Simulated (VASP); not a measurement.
# LiCl (Fm-3m) in VASP: notebook, part 2 of 2

VASP 6.6.1. Earlier steps stand in the parts before.

### Step 3. Single point, r2SCAN

POSCAR

```
LiCl
1.0
    0.0000000000      2.5560252063      2.5560252063
    2.5560252063      0.0000000000      2.5560252063
    2.5560252063      2.5560252063      0.0000000000
Li Cl
1 1
Direct
    0.0000000000      0.0000000000      0.0000000000
    0.5000000000      0.5000000000      0.5000000000
```

INCAR.step1

```
ALGO = Normal
EDIFF = 1E-4
ENCUT = 520
GGA = PE
ISMEAR = 0
ISYM = 0
LASPH = T
LCHARG = F
LREAL = F
LWAVE = T
NBANDS = 12
NELM = 60
PREC = Accurate
SIGMA = 0.01
```

INCAR.step2

```
ALGO = Normal
EDIFF = 1E-6
ENCUT = 520
ISIF = 2
ISMEAR = 0
ISTART = 1
ISYM = 0
LASPH = T
LCHARG = F
LMIXTAU = T
LREAL = F
LWAVE = F
METAGGA = R2SCAN
NBANDS = 12
NELM = 60
PREC = Accurate
SIGMA = 0.01
```

KPOINTS

```
Automatic mesh
0
Gamma
  6 6 6
  0 0 0.5
```

Potentials or basis: VASP PAW PBE potentials, release 64 (Li_sv, Cl).

The run is started by

```bash
$ cat potpaw_PBE.64/Li_sv/POTCAR potpaw_PBE.64/Cl/POTCAR > POTCAR
$ cp INCAR.step1 INCAR
$ mpirun -np 1 vasp_std > vasp.out
$ cp INCAR.step2 INCAR
$ mpirun -np 1 vasp_std > vasp.out
```

OUTCAR:

```text
EDIFF = 1E-6
   ENCUT = 520
   ISIF = 2
   ISMEAR = 0
   ISTART = 1
   ISYM = 0
   LASPH = T
   LREAL = F
   METAGGA = R2SCAN
   NELM = 60
   PREC = Accurate

 ion  position               nearest neighbor table
   1  0.000  0.000  0.000-   2 2.56   2 2.56   2 2.56   2 2.56   2 2.56   2 2.56
   2  0.500  0.500  0.500-   1 2.56   1 2.56   1 2.56   1 2.56   1 2.56   1 2.56

IMPORTANT INFORMATION: All symmetrisations will be switched off!
NOSYMM: (Re-)initialisation of all symmetry stuff for point group C_1.

----------------------------------------------------------------------------------------

                                     Primitive cell

  volume of cell :      33.3984

  direct lattice vectors                    reciprocal lattice vectors
     0.000000000  2.556025206  2.556025206    -0.195616224  0.195616224  0.195616224
     2.556025206  0.000000000  2.556025206     0.195616224 -0.195616224  0.195616224
     2.556025206  2.556025206  0.000000000     0.195616224  0.195616224 -0.195616224

  length of vectors
     3.614765513  3.614765513  3.614765513     0.338817239  0.338817239  0.338817239

  position of ions in fractional coordinates (direct lattice)
     0.000000000  0.000000000  0.000000000
     0.500000000  0.500000000  0.500000000

  ion indices of the primitive-cell ions
   primitive index   ion index
                 1           1
                 2           2

----------------------------------------------------------------------------------------

 KPOINTS: Automatic mesh

Automatic generation of k-mesh.
 Grid dimensions read from file:
 generate k-points for:    6    6    6

 Generating k-lattice:

  Cartesian coordinates                     Fractional coordinates (reciprocal lattice)
    -0.032602704  0.032602704  0.032602704     0.166666667  0.000000000  0.000000000
     0.032602704 -0.032602704  0.032602704     0.000000000  0.166666667  0.000000000
     0.032602704  0.032602704 -0.032602704     0.000000000  0.000000000  0.166666667

  Length of vectors
     0.056469540  0.056469540  0.056469540

  Shift w.r.t. Gamma in fractional coordinates (k-lattice)
     0.000000000  0.000000000  0.500000000

 Subroutine IBZKPT returns following result:
 ===========================================

 Found    432 irreducible k-points:

 Following reciprocal coordinates:
            Coordinates               Weight
  0.000000  0.000000  0.083333      2.000000
  0.083333  0.000000  0.000000      2.000000
  0.000000  0.083333  0.000000      2.000000
  0.083333  0.083333  0.083333      2.000000
  0.166667  0.000000  0.083333      2.000000
  0.083333  0.166667  0.000000      2.000000
[... 16 lines left out ...]
 -0.250000 -0.333333 -0.333333      2.000000
  0.083333  0.083333 -0.250000      2.000000
 [... further k-points ...]
   k-points           NKPTS =    432   k-points in BZ     NKDIM =    432   number of bands    NBANDS=     12
   number of dos      NEDOS =    301   number of ions     NIONS =      2
   total plane-waves  NPLWV =  21952
   dimension x,y,z NGX =    28 NGY =   28 NGZ =   28
   dimension x,y,z NGXF=    56 NGYF=   56 NGZF=   56
   ions per type =               1   1
   NGX,Y,Z   is equivalent  to a cutoff of  12.88, 12.88, 12.88 a.u.
   NGXF,Y,Z  is equivalent  to a cutoff of  25.75, 25.75, 25.75 a.u.
 SYSTEM =  unknown system
   PREC   = accura    normal or accurate (medium, high low for compatibility)
   ISTART =      1    job   : 0-new  1-cont  2-samecut
   ICHARG =      0    charge: 1-file 2-atom 10-const
   ISPIN  =      1    spin polarized calculation?
   LNONCOLLINEAR =      F non collinear calculations
   LSORBIT =      F    spin-orbit coupling
   LASPH  =      T    aspherical Exc in radial PAW
   ENCUT  =  520.0 eV  38.22 Ry    6.18 a.u.   6.72  6.72  6.72*2*pi/ulx,y,z
   NELM   =     60;   NELMIN=  2; NELMDL=  0     # of ELM steps
   EDIFF  = 0.1E-05   stopping-criterion for ELM
   LREAL  =      F    real-space projection
   EDIFFG = 0.1E-04   stopping-criterion for IOM
   NSW    =      0    number of steps for IOM
   IBRION =     -1    ionic relax: 0-MD 1-quasi-New 2-CG
   NFREE  =      0    steps in history (QN), initial steepest desc. (CG)
   ISIF   =      2    stress and relaxation
   ISYM   =      0    0-nonsym 1-usesym 2-fastsym
   POTIM  = 0.5000    time-step for ionic-motion
   TEBEG  =    0.0;   TEEND  =   0.0 temperature during run
   PSTRESS=    0.0 pullay stress
   NELECT =      10.0000    total number of electrons
   NUPDOWN=      -1.0000    fix difference up-down
   EMIN   =  10.00;   EMAX   =-10.00  energy-range for DOS
   EFERMI =   0.00;   METHOD = LEGACY
   ISMEAR =     0;   SIGMA  =   0.01  broadening in eV -4-tet -1-fermi 0-gaus
   EFERMI_NEDOS =   21; number of points for ismear=-14 and -15
   IALGO  =     38    algorithm
   IMIX   =      4    mixing-type and parameters
     AMIX     =   0.40;   BMIX     =  1.00
     AMIX_MAG =   1.60;   BMIX_MAG =  1.00
  volume/ion in A,a.u.               =      16.70       112.69
  Fermi-wavevector in a.u.,A,eV,Ry     =   1.095216  2.069658 16.320156  1.199498
  Thomas-Fermi vector in A             =   2.231535
   LORBIT       =      0    0 simple, 1 ext, 2 COOP (PROOUT), +10 PAW based schemes
   METAGGA = R2SCAN    functional components
   LHFCALC =     F    Hartree Fock is set to
   AEXX    =    0.0000 exact exchange contribution
   IVDW    =     0    specifies the selected vdW correction
   LEPSILON=     F    determine dielectric tensor
   LRPA    =     F    only Hartree local field effects (RPA)
 non-spin polarized calculation
 Gauss-broadening in eV      SIGMA  =   0.01
  energy-cutoff  :      520.00
  volume of cell :       33.40
 maximum number of plane-waves:       914
   NGX = 13   NGY = 13   NGZ = 13

 number of electron      10.0000003 magnetization

 Free energy of the ion-electron system (eV)
  ---------------------------------------------------
  ext. energy  EPLUGINS =         0.00000000
  ---------------------------------------------------
  free energy    TOTEN  =       -12.58810351 eV

  energy without entropy =      -12.58810351  energy(sigma->0) =      -12.58810351

 E-fermi :   0.3290     XC(G=0):  -9.2110

 val. band max:        0.2457182799   @ k =   0.0000   0.0000   0.0833
 cond. band min:       7.8529136553   @ k =   0.0000   0.0833   0.0000
 fundamental gap:      7.6071953753
 Fermi energy:         0.3289689694

 k-point     1 :       0.0000    0.0000    0.0833
  band No.  band energies     occupation
      1     -44.5315      2.00000
      2     -13.7185      2.00000
      3       0.0170      2.00000
      4       0.2457      2.00000
      5       0.2457      2.00000
      6       7.8529      0.00000
      7      12.5178      0.00000
      8      12.9899      0.00000
      9      12.9899      0.00000
     10      14.5965      0.00000
     11      14.5967      0.00000
     12      16.4365      0.00000

 k-point     2 :       0.0833    0.0000    0.0000
  band No.  band energies     occupation
      1     -44.5315      2.00000
      2     -13.7185      2.00000
      3       0.0170      2.00000
      4       0.2457      2.00000
      5       0.2457      2.00000
      6       7.8529      0.00000
      7      12.5178      0.00000
      8      12.9899      0.00000
      9      12.9899      0.00000
     10      14.5965      0.00000
     11      14.5967      0.00000
     12      16.4365      0.00000

 k-point     3 :       0.0000    0.0833    0.0000
  band No.  band energies     occupation
      1     -44.5315      2.00000
      2     -13.7185      2.00000
      3       0.0170      2.00000
      4       0.2457      2.00000
      5       0.2457      2.00000
      6       7.8529      0.00000
      7      12.5178      0.00000
      8      12.9899      0.00000
      9      12.9899      0.00000
     10      14.5965      0.00000
     11      14.5967      0.00000
     12      16.4365      0.00000
[... 286 lines left out ...]
 k-point    23 :      -0.2500   -0.3333   -0.3333
  band No.  band energies     occupation
      1     -44.5296      2.00000
      2     -13.3441      2.00000
      3      -1.7889      2.00000
      4      -0.0748      2.00000
      5      -0.0090      2.00000
      6       8.5581      0.00000
      7      11.0030      0.00000
      8      11.7229      0.00000
      9      12.3922      0.00000
     10      15.2814      0.00000
     11      16.6779      0.00000
     12      17.8758      0.00000

 k-point    24 :       0.0833    0.0833   -0.2500
  band No.  band energies     occupation
      1     -44.5296      2.00000
      2     -13.3441      2.00000
      3      -1.7888      2.00000
      4      -0.0748      2.00000
      5      -0.0090      2.00000
      6       8.5579      0.00000
      7      11.0032      0.00000
      8      11.7228      0.00000
      9      12.3923      0.00000
     10      15.2817      0.00000
     11      16.6780      0.00000
     12      17.8751      0.00000

 [... further k-points ...]
[... 5 lines left out ...]
  --------------------------------------------------------------------------------------
  -------------------------------------------------------------------------------------
  Total       -0.0987685     -0.0987685     -0.0987685      0.0001382      0.0001382      0.0001382
  in kB       -4.7380950     -4.7380944     -4.7380944      0.0066288      0.0066293      0.0066313
  external PRESSURE =      -4.7380946 kB  Pullay stress =       0.0000000 kB

 VOLUME and BASIS-vectors are now :
 -----------------------------------------------------------------------------
  energy-cutoff  :      520.00
  volume of cell :       33.40
      direct lattice vectors                 reciprocal lattice vectors
     0.000000000  2.556025206  2.556025206    -0.195616224  0.195616224  0.195616224
     2.556025206  0.000000000  2.556025206     0.195616224 -0.195616224  0.195616224
     2.556025206  2.556025206  0.000000000     0.195616224  0.195616224 -0.195616224

 POSITION                                       TOTAL-FORCE (eV/Angst)
 -----------------------------------------------------------------------------------
      0.00000      0.00000      0.00000         0.000000      0.000000      0.000000
      2.55603      2.55603      2.55603        -0.000000     -0.000000     -0.000000
 -----------------------------------------------------------------------------------
    total drift:                                0.000000      0.000000      0.000000

  FREE ENERGIE OF THE ION-ELECTRON SYSTEM (eV)
  ---------------------------------------------------
  free  energy   TOTEN  =       -12.5881035096 eV

  energy  without entropy=      -12.5881035096  energy(sigma->0) =      -12.58810351
```

OUTCAR.step1:

```text
EDIFF = 1E-4
   ENCUT = 520
   GGA = PE
   ISMEAR = 0
   ISYM = 0
[... 543 lines left out ...]
 -----------------------------------------------------------------------------------
      0.00000      0.00000      0.00000         0.000003      0.000003     -0.000001
      2.55603      2.55603      2.55603        -0.000003     -0.000003      0.000001
 -----------------------------------------------------------------------------------
    total drift:                               -0.000000      0.000000     -0.000001

  FREE ENERGIE OF THE ION-ELECTRON SYSTEM (eV)
  ---------------------------------------------------
  free  energy   TOTEN  =        -7.3845004377 eV

  energy  without entropy=       -7.3845004377  energy(sigma->0) =       -7.38450044
```

OSZICAR.step1:

```text
N       E                     dE             d eps       ncg     rms          rms(c)
DAV:   1     0.402193278623E+02    0.40219E+02   -0.40913E+03 10392   0.769E+02
DAV:   2    -0.502906876162E+01   -0.45248E+02   -0.43211E+02 13064   0.143E+02
DAV:   3    -0.738824508772E+01   -0.23592E+01   -0.23522E+01 13684   0.337E+01
DAV:   4    -0.744765485457E+01   -0.59410E-01   -0.59392E-01 14560   0.547E+00
DAV:   5    -0.744837049963E+01   -0.71565E-03   -0.71563E-03 13908   0.539E-01    0.240E+00
DAV:   6    -0.737900758057E+01    0.69363E-01   -0.14919E-01 13008   0.181E+00    0.171E+00
DAV:   7    -0.738056870524E+01   -0.15611E-02   -0.48716E-02 15468   0.116E+00    0.926E-01
DAV:   8    -0.738453343751E+01   -0.39647E-02   -0.61909E-03 12420   0.543E-01    0.151E-01
DAV:   9    -0.738450043772E+01    0.33000E-04   -0.19273E-04 12948   0.972E-02
   1 F= -.73845004E+01 E0= -.73845004E+01  d E =0.000000E+00
```

Wall time 15 min (1 thread of AMD EPYC 7R43 (Zen 3), shared host); peak memory 0.23 GiB.

What came out:

```
Free energy            : -12.5881 eV
Band gap on the k mesh : 7.61 eV, direct
```

Levels at points of the mesh, in eV from the valence-band top:
```tsv
k point	band 1	band 2	band 3	band 4	band 5	band 6	band 7	band 8	band 9	band 10
(0.00, 0.00, 0.08)	-44.78	-13.96	-0.23	0.00	0.00	7.61	12.27	12.74	12.74	14.35
```

Caveat: the cutoff is under 1.25 times the usual one of these potentials, so pressure, stress and relaxed cells hold a basis-set (Pulay) error; the PAW data sets were made with another functional, which shifts forces and pressure a little.
